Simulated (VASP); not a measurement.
# Ti (P6_3/mmc) in VASP: notebook

Runs on Ti. Level: PBE. Tasks: single point.

Program: VASP 6.6.1. These are calculated values, not measurements. Logs are shortened: lines on timing, memory, paths and dates and some standing lists are left out, and cuts for length are marked.

### Step 1. The cell of the first run

The structure is hexagonal, space group P6_3/mmc (No. 194). The conventional cell has a = 2.899 Å, b = 2.899 Å, c = 4.593 Å, α = 90.00°, β = 90.00°, γ = 120.00°. Within 3.7 Å of Ti (site symmetry -6m2) lie 12 Ti at 2.84 to 2.90 Å.

### Step 2. Single point, PBE (volume scaled by 0.96)

File INCAR:

```
SYSTEM = Ti
  PREC = Accurate
  ENCUT = 520
  EDIFF = 1E-6
  ISMEAR = -1
  SIGMA = 0.1
  LREAL = .FALSE.
  LASPH = .TRUE.
  NELM = 80
  ALGO = Normal
  ISIF = 2
  LWAVE = .FALSE.
  LCHARG = .FALSE.
  GGA = PE
  NBANDS = 19
```

File KPOINTS:

```
Automatic mesh
0
G
  20 20 11
  0 0 0
```

File POSCAR:

```
Ti
1.0
    2.8993535761      0.0000000000      0.0000000000
   -1.4496767881      2.5109138515      0.0000000000
    0.0000000000      0.0000000000      4.5930628366
Ti
2
Direct
    0.3333333333      0.6666666667      0.2500000000
    0.6666666667      0.3333333333      0.7500000000
```

Potentials or basis: VASP PAW PBE potentials, release 64 (Ti_sv).

Started as:

```bash
cat potpaw_PBE.64/Ti_sv/POTCAR > POTCAR
mpirun -np 1 vasp_std > vasp.out
```

OUTCAR:

```text
SYSTEM = Ti
   PREC = Accurate
   ENCUT = 520
   EDIFF = 1E-6
   ISMEAR = -1
   LREAL = .FALSE.
   LASPH = .TRUE.
   NELM = 80
   ISIF = 2
   GGA = PE

 ion  position               nearest neighbor table
   1  0.333  0.667  0.250-   2 2.84   2 2.84   2 2.84   2 2.84   2 2.84   2 2.84
   2  0.667  0.333  0.750-   1 2.84   1 2.84   1 2.84   1 2.84   1 2.84   1 2.84

  LATTYP: Found a hexagonal cell.
 ALAT       =     2.8993535761
 C/A-ratio  =     1.5841678899

  Lattice vectors:

 A1 = (   2.8993535761,   0.0000000000,   0.0000000000)
 A2 = (  -1.4496767881,   2.5109138515,   0.0000000000)
 A3 = (   0.0000000000,   0.0000000000,   4.5930628366)

Analysis of symmetry for initial positions (statically):
=====================================================================
 Subroutine PRICEL returns:
 Original cell was already a primitive cell.

 Routine SETGRP: Setting up the symmetry group for a
 hexagonal supercell.

 Subroutine GETGRP returns: Found 24 space group operations
 (whereof 12 operations were pure point group operations)
 out of a pool of 24 trial point group operations.

The static configuration has the point symmetry D_3d.
 The point group associated with its full space group is D_6h.

Analysis of symmetry for dynamics (positions and initial velocities):
=====================================================================
 Subroutine PRICEL returns:
 Original cell was already a primitive cell.

 Routine SETGRP: Setting up the symmetry group for a
 hexagonal supercell.

 Subroutine GETGRP returns: Found 24 space group operations
 (whereof 12 operations were pure point group operations)
 out of a pool of 24 trial point group operations.

The dynamic configuration has the point symmetry D_3d.
 The point group associated with its full space group is D_6h.

 Subroutine INISYM returns: Found 24 space group operations
 (whereof 12 operations are pure point group operations),
 and found     1 'primitive' translations

----------------------------------------------------------------------------------------

                                     Primitive cell

  volume of cell :      33.4376

  direct lattice vectors                    reciprocal lattice vectors
     2.899353576  0.000000000  0.000000000     0.344904467  0.199130687  0.000000000
    -1.449676788  2.510913851  0.000000000     0.000000000  0.398261374  0.000000000
     0.000000000  0.000000000  4.593062837     0.000000000  0.000000000  0.217719643

  length of vectors
     2.899353576  2.899353576  4.593062837     0.398261374  0.398261374  0.217719643

  position of ions in fractional coordinates (direct lattice)
     0.333333333  0.666666667  0.250000000
     0.666666667  0.333333333  0.750000000

  ion indices of the primitive-cell ions
   primitive index   ion index
                 1           1
                 2           2

----------------------------------------------------------------------------------------

 KPOINTS: Automatic mesh

Automatic generation of k-mesh.
 Grid dimensions read from file:
 generate k-points for:   20   20   11

 Generating k-lattice:

  Cartesian coordinates                     Fractional coordinates (reciprocal lattice)
     0.017245223  0.009956534  0.000000000     0.050000000  0.000000000  0.000000000
     0.000000000  0.019913069  0.000000000     0.000000000  0.050000000  0.000000000
     0.000000000  0.000000000  0.019792695     0.000000000  0.000000000  0.090909091

  Length of vectors
     0.019913069  0.019913069  0.019792695

  Shift w.r.t. Gamma in fractional coordinates (k-lattice)
     0.000000000  0.000000000  0.000000000

 Subroutine IBZKPT returns following result:
 ===========================================

 Found    264 irreducible k-points:

 Following reciprocal coordinates:
            Coordinates               Weight
  0.000000  0.000000  0.000000      1.000000
  0.050000 -0.000000  0.000000      6.000000
  0.100000  0.000000  0.000000      6.000000
  0.150000 -0.000000  0.000000      6.000000
  0.200000  0.000000  0.000000      6.000000
  0.250000  0.000000  0.000000      6.000000
[... 16 lines left out ...]
  0.200000  0.100000  0.000000     12.000000
  0.250000  0.100000  0.000000     12.000000
 [... further k-points ...]
   k-points           NKPTS =    264   k-points in BZ     NKDIM =    264   number of bands    NBANDS=     19
   number of dos      NEDOS =    301   number of ions     NIONS =      2
   total plane-waves  NPLWV =  20736
   dimension x,y,z NGX =    24 NGY =   24 NGZ =   36
   dimension x,y,z NGXF=    48 NGYF=   48 NGZF=   72
   ions per type =               2
   NGX,Y,Z   is equivalent  to a cutoff of  13.76, 13.76, 13.03 a.u.
   NGXF,Y,Z  is equivalent  to a cutoff of  27.52, 27.52, 26.06 a.u.
 SYSTEM =  Ti
   PREC   = accura    normal or accurate (medium, high low for compatibility)
   ISTART =      0    job   : 0-new  1-cont  2-samecut
   ICHARG =      2    charge: 1-file 2-atom 10-const
   ISPIN  =      1    spin polarized calculation?
   LNONCOLLINEAR =      F non collinear calculations
   LSORBIT =      F    spin-orbit coupling
   LASPH  =      T    aspherical Exc in radial PAW
   ENCUT  =  520.0 eV  38.22 Ry    6.18 a.u.   5.39  5.39  8.54*2*pi/ulx,y,z
   NELM   =     80;   NELMIN=  2; NELMDL= -5     # of ELM steps
   EDIFF  = 0.1E-05   stopping-criterion for ELM
   LREAL  =      F    real-space projection
   EDIFFG = 0.1E-04   stopping-criterion for IOM
   NSW    =      0    number of steps for IOM
   IBRION =     -1    ionic relax: 0-MD 1-quasi-New 2-CG
   NFREE  =      0    steps in history (QN), initial steepest desc. (CG)
   ISIF   =      2    stress and relaxation
   ISYM   =      2    0-nonsym 1-usesym 2-fastsym
   POTIM  = 0.5000    time-step for ionic-motion
   TEBEG  =    0.0;   TEEND  =   0.0 temperature during run
   PSTRESS=    0.0 pullay stress
   NELECT =      24.0000    total number of electrons
   NUPDOWN=      -1.0000    fix difference up-down
   EMIN   =  10.00;   EMAX   =-10.00  energy-range for DOS
   EFERMI =   0.00;   METHOD = LEGACY
   ISMEAR =    -1;   SIGMA  =   0.10  broadening in eV -4-tet -1-fermi 0-gaus
   EFERMI_NEDOS =   21; number of points for ismear=-14 and -15
   IALGO  =     38    algorithm
   IMIX   =      4    mixing-type and parameters
     AMIX     =   0.40;   BMIX     =  1.00
     AMIX_MAG =   1.60;   BMIX_MAG =  1.00
  volume/ion in A,a.u.               =      16.72       112.82
  Fermi-wavevector in a.u.,A,eV,Ry     =   1.465773  2.769910 29.231997  2.148491
  Thomas-Fermi vector in A             =   2.581590
   LORBIT       =      0    0 simple, 1 ext, 2 COOP (PROOUT), +10 PAW based schemes
   GGA     = PE    functional components
   LHFCALC =     F    Hartree Fock is set to
   AEXX    =    0.0000 exact exchange contribution
   IVDW    =     0    specifies the selected vdW correction
   LEPSILON=     F    determine dielectric tensor
   LRPA    =     F    only Hartree local field effects (RPA)
 non-spin polarized calculation
  energy-cutoff  :      520.00
  volume of cell :       33.44
 maximum number of plane-waves:       929
 NGX is ok and might be reduce to    24
   NGX = 11   NGY = 11   NGZ = 17

 number of electron      23.9999999 magnetization

 Free energy of the ion-electron system (eV)
  ---------------------------------------------------
  ext. energy  EPLUGINS =         0.00000000
  ---------------------------------------------------
  free energy    TOTEN  =       -15.68961055 eV

  energy without entropy =      -15.61592721  energy(sigma->0) =      -15.65276888

 E-fermi :   8.7263     XC(G=0): -11.6777

 val. band max:        8.7178208826   @ k =   0.2500   0.2500   0.4545
 cond. band min:       8.7331331652   @ k =   0.3000   0.3000   0.2727
 fundamental gap:      0.0153122826
 Fermi energy:         8.7262710886

 k-point     1 :       0.0000    0.0000    0.0000
  band No.  band energies     occupation
      1     -48.0450      2.00000
      2     -47.8857      2.00000
      3     -24.6727      2.00000
      4     -23.9586      2.00000
      5     -23.9586      2.00000
      6     -23.8721      2.00000
[... 11 lines left out ...]
     18      10.4454      0.00000
     19      12.0536      0.00000

 k-point     2 :       0.0500   -0.0000    0.0000
  band No.  band energies     occupation
      1     -48.0421      2.00000
      2     -47.8845      2.00000
      3     -24.6664      2.00000
      4     -23.9715      2.00000
      5     -23.9629      2.00000
      6     -23.8747      2.00000
[... 11 lines left out ...]
     18      10.4027      0.00000
     19      12.0771      0.00000

 k-point     3 :       0.1000    0.0000    0.0000
  band No.  band energies     occupation
      1     -48.0337      2.00000
      2     -47.8812      2.00000
      3     -24.6480      2.00000
      4     -24.0090      2.00000
      5     -23.9753      2.00000
      6     -23.8982      2.00000
[... 11 lines left out ...]
     18      10.2865      0.00000
     19      12.1378      0.00000

 k-point     4 :       0.1500   -0.0000    0.0000
  band No.  band energies     occupation
      1     -48.0203      2.00000
      2     -47.8763      2.00000
      3     -24.6183      2.00000
      4     -24.0678      2.00000
      5     -23.9941      2.00000
      6     -23.9577      2.00000
[... 11 lines left out ...]
     18      10.4730      0.00000
     19      12.2156      0.00000

 k-point     5 :       0.2000    0.0000    0.0000
  band No.  band energies     occupation
      1     -48.0030      2.00000
      2     -47.8704      2.00000
      3     -24.5790      2.00000
      4     -24.1423      2.00000
      5     -24.0311      2.00000
      6     -24.0173      2.00000
[... 11 lines left out ...]
     18      10.7627      0.00000
     19      12.2933      0.00000
[... 334 lines left out ...]
      2     -47.8736      2.00000
      3     -24.6011      2.00000
      4     -24.0877      2.00000
      5     -24.0403      2.00000
      6     -23.9596      2.00000
[... 11 lines left out ...]
     18      10.6649      0.00000
     19      12.2263      0.00000

 k-point    22 :       0.1500    0.1000    0.0000
  band No.  band energies     occupation
      1     -47.9960      2.00000
      2     -47.8682      2.00000
      3     -24.5627      2.00000
      4     -24.1498      2.00000
      5     -24.0995      2.00000
      6     -23.9940      2.00000
[... 11 lines left out ...]
     18      10.9979      0.00000
     19      12.2762      0.00000

 k-point    23 :       0.2000    0.1000    0.0000
  band No.  band energies     occupation
      1     -47.9769      2.00000
      2     -47.8628      2.00000
      3     -24.5168      2.00000
      4     -24.2251      2.00000
      5     -24.1595      2.00000
      6     -24.0316      2.00000
[... 11 lines left out ...]
     18      11.3844      0.00000
     19      12.3228      0.00000

 k-point    24 :       0.2500    0.1000    0.0000
  band No.  band energies     occupation
      1     -47.9568      2.00000
      2     -47.8584      2.00000
      3     -24.4662      2.00000
      4     -24.3036      2.00000
      5     -24.2162      2.00000
      6     -24.0686      2.00000
[... 11 lines left out ...]
     18      11.8086      0.00000
     19      12.3616      0.00000

 [... further k-points ...]

------------------------ aborting loop because EDIFF is reached ----------------------------------------

  FORCE on cell =-STRESS in cart. coord.  units (eV):
  Direction    XX          YY          ZZ          XY          YZ          ZX
  --------------------------------------------------------------------------------------
  -------------------------------------------------------------------------------------
  Total        0.9548530      0.9548530      0.9627883     -0.0000000     -0.0000000      0.0000000
  in kB       45.7521720     45.7521720     46.1323958     -0.0000000     -0.0000000      0.0000000
  external PRESSURE =      45.8789132 kB  Pullay stress =       0.0000000 kB

 VOLUME and BASIS-vectors are now :
 -----------------------------------------------------------------------------
  energy-cutoff  :      520.00
  volume of cell :       33.44
      direct lattice vectors                 reciprocal lattice vectors
     2.899353576  0.000000000  0.000000000     0.344904467  0.199130687  0.000000000
    -1.449676788  2.510913851  0.000000000     0.000000000  0.398261374  0.000000000
     0.000000000  0.000000000  4.593062837     0.000000000  0.000000000  0.217719643

 POSITION                                       TOTAL-FORCE (eV/Angst)
 -----------------------------------------------------------------------------------
     -0.00000      1.67394      1.14827         0.000000     -0.000000      0.000000
      1.44968      0.83697      3.44480        -0.000000      0.000000      0.000000
 -----------------------------------------------------------------------------------
    total drift:                               -0.000000      0.000000     -0.000000

  FREE ENERGIE OF THE ION-ELECTRON SYSTEM (eV)
  ---------------------------------------------------
  free  energy   TOTEN  =       -15.6896105526 eV

  energy  without entropy=      -15.6159272147  energy(sigma->0) =      -15.65276888
```

Run time: 6.2 min. Hardware: 1 thread of AMD EPYC 7R13, shared host; peak memory 0.23 GiB.

What came out:

| Property | Result |
| --- | --- |
| Free energy | -15.6896 eV |
| Pressure | 4.6 GPa |
| Band gap on the k mesh | zero (band 12 reaches 9.54 eV, above the bottom of band 13 at 8.45 eV) |

Levels at points of the mesh, in eV from the Fermi level:
```tsv
k point	band 8	band 9	band 10	band 11	band 12	band 13	band 14	band 15	band 16	band 17
(0.00, 0.00, 0.00)	-32.57	-6.28	-2.76	0.82	0.82	0.90	0.94	1.34	1.34	1.72
(0.50, 0.00, 0.00)	-32.65	-2.38	-2.25	-1.92	-0.57	0.51	0.69	1.26	3.53	3.77
```

Caveat: the cell differs from its parent crystal (volume scaled by 0.96).

### Step 3. Single point, PBE

This run uses another cell than the first one, of 17.42 Å³/atom, 1.042 times its volume.

File INCAR:

```
SYSTEM = Ti
PREC = Accurate
ENCUT = 520
EDIFF = 1E-6
ISMEAR = -1
SIGMA = 0.1
LREAL = .False.
LASPH = .True.
NELM = 80
ALGO = Normal
ISIF = 2
LWAVE = .False.
LCHARG = .True.
GGA = PE
LELF = .True.
LVHAR = .True.
NBANDS = 19
```

File KPOINTS:

```
Automatic mesh
0
Gamma
  20 20 11
  0 0 0
```

File POSCAR:

```
Ti
1.0
    2.9390756844      0.0000000000      0.0000000000
   -1.4695378422      2.5453142064      0.0000000000
    0.0000000000      0.0000000000      4.6559893251
Ti
2
Direct
    0.3333333333      0.6666666667      0.2500000000
    0.6666666667      0.3333333333      0.7500000000
```

Potentials or basis: VASP PAW PBE potentials, release 64 (Ti_sv).

Started as:

```bash
cat potpaw_PBE.64/Ti_sv/POTCAR > POTCAR
mpirun -np 1 vasp_std > vasp.out
```

OUTCAR:

```text
SYSTEM = Ti
   PREC = Accurate
   ENCUT = 520
   EDIFF = 1E-6
   ISMEAR = -1
   LREAL = .False.
   LASPH = .True.
   NELM = 80
   ISIF = 2
   GGA = PE

 ion  position               nearest neighbor table
   1  0.333  0.667  0.250-   2 2.88   2 2.88   2 2.88   2 2.88   2 2.88   2 2.88
   2  0.667  0.333  0.750-   1 2.88   1 2.88   1 2.88   1 2.88   1 2.88   1 2.88

  LATTYP: Found a hexagonal cell.
 ALAT       =     2.9390756844
 C/A-ratio  =     1.5841678899

  Lattice vectors:

 A1 = (   2.9390756844,   0.0000000000,   0.0000000000)
 A2 = (  -1.4695378422,   2.5453142064,   0.0000000000)
 A3 = (   0.0000000000,   0.0000000000,   4.6559893251)

Analysis of symmetry for initial positions (statically):
=====================================================================
 Subroutine PRICEL returns:
 Original cell was already a primitive cell.

 Routine SETGRP: Setting up the symmetry group for a
 hexagonal supercell.

 Subroutine GETGRP returns: Found 24 space group operations
 (whereof 12 operations were pure point group operations)
 out of a pool of 24 trial point group operations.
[... 161 lines left out ...]
  free energy    TOTEN  =       -15.70804989 eV

  energy without entropy =      -15.63079552  energy(sigma->0) =      -15.66942271

 E-fermi :   8.2876     XC(G=0): -11.4841

 val. band max:        8.2864832456   @ k =   0.3000   0.3000   0.2727
 cond. band min:       8.2905195597   @ k =   0.0000   0.0000   0.3636
 fundamental gap:      0.0040363141
 Fermi energy:         8.2875941840

 k-point     1 :       0.0000    0.0000    0.0000
  band No.  band energies     occupation
      1     -48.5502      2.00000
      2     -48.4151      2.00000
      3     -25.1299      2.00000
      4     -24.5004      2.00000
      5     -24.5004      2.00000
      6     -24.4280      2.00000
[... 505 lines left out ...]
      6     -24.5965      2.00000
[... 11 lines left out ...]
     18      11.2179      0.00000
     19      11.7427      0.00000

 [... further k-points ...]

------------------------ aborting loop because EDIFF is reached ----------------------------------------

  FORCE on cell =-STRESS in cart. coord.  units (eV):
  Direction    XX          YY          ZZ          XY          YZ          ZX
  --------------------------------------------------------------------------------------
  -------------------------------------------------------------------------------------
  Total       -0.0461918     -0.0461918     -0.0584565      0.0000000      0.0000000     -0.0000000
  in kB       -2.1247687     -2.1247687     -2.6889300      0.0000000      0.0000000     -0.0000000
  external PRESSURE =      -2.3128225 kB  Pullay stress =       0.0000000 kB

 VOLUME and BASIS-vectors are now :
 -----------------------------------------------------------------------------
  energy-cutoff  :      520.00
  volume of cell :       34.83
      direct lattice vectors                 reciprocal lattice vectors
     2.939075684  0.000000000  0.000000000     0.340243024  0.196439402  0.000000000
    -1.469537842  2.545314206  0.000000000     0.000000000  0.392878804  0.000000000
     0.000000000  0.000000000  4.655989325     0.000000000  0.000000000  0.214777125

 POSITION                                       TOTAL-FORCE (eV/Angst)
 -----------------------------------------------------------------------------------
     -0.00000      1.69688      1.16400        -0.000000     -0.000000      0.000000
      1.46954      0.84844      3.49199         0.000000      0.000000      0.000000
 -----------------------------------------------------------------------------------
    total drift:                               -0.000000      0.000000     -0.000000

  FREE ENERGIE OF THE ION-ELECTRON SYSTEM (eV)
  ---------------------------------------------------
  free  energy   TOTEN  =       -15.7080498907 eV

  energy  without entropy=      -15.6307955214  energy(sigma->0) =      -15.66942271
```

stdout:

```text
POSCAR found type information on POSCAR Ti
 POSCAR found :  1 types and       2 ions
 scaLAPACK will be used
 LDA part: xc-table for (Slater+PW92), standard interpolation
 POSCAR, INCAR and KPOINTS ok, starting setup
 FFT: planning ... GRIDC
 FFT: planning ... GRID_SOFT
 FFT: planning ... GRID
 WAVECAR not read
 entering main loop
```

It took 6.3 min on 1 thread of AMD EPYC 7R13, shared host; peak memory 0.23 GiB.

What came out:

- Free energy: -15.7080 eV
- Pressure: -0.2 GPa
- Band gap on the k mesh: zero (band 12 reaches 9.08 eV, above the bottom of band 13 at 8.00 eV)

Levels at points of the mesh, in eV from the Fermi level:
```csv
k point,band 9,band 10,band 11,band 12,band 13,band 14,band 15,band 16
"(0.00, 0.00, 0.00)",-6.19,-2.66,0.78,0.79,0.79,0.91,1.29,1.29
"(0.50, 0.00, 0.00)",-2.32,-2.13,-1.81,-0.61,0.51,0.65,1.20,3.35
```

[end of part 1 of 2]
